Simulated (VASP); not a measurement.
C, 4 atoms in the cell. Symmetry: Fmmm, No. 69, orthorhombic system. Conventional cell: a = 2.466 Å, b = 4.276 Å, c = 7.612 Å, α = 90.00°, β = 90.00°, γ = 90.00°. Within 1.9 Å of C (site symmetry m2m) lie 3 C at 1.42 to 1.43 Å. 

```yaml
Program: VASP 6.6.1
Task: single point
Functional: PBE
Potentials_or_basis: VASP PAW PBE potentials, release 64 (C)
Cutoff: 520 eV
k_mesh: 6 × 6 × 4
Occupations: gaussian, width 0.1 eV
Spin: no spin polarisation
Dipole_correction: no
Further_INCAR_settings: ALGO = Normal; EDIFF = 1e-07; NBANDS = 16
```

Potentials or basis: VASP PAW PBE potentials, release 64 (C).

Command:

```bash
$ cat potpaw_PBE.64/C/POTCAR > POTCAR
$ mpirun -np 1 vasp_std > vasp.out
```

Hardware: 1 thread of Intel(R) Xeon(R) 6975P-C (Granite Rapids), on a shared host.

Task: Estimate the wall time of this run.

Result: Run time: 15 s on 1 thread of Intel(R) Xeon(R) 6975P-C (Granite Rapids) (shared host), peak memory 0.16 GiB. Counts: scf iterations 13, k points 39.
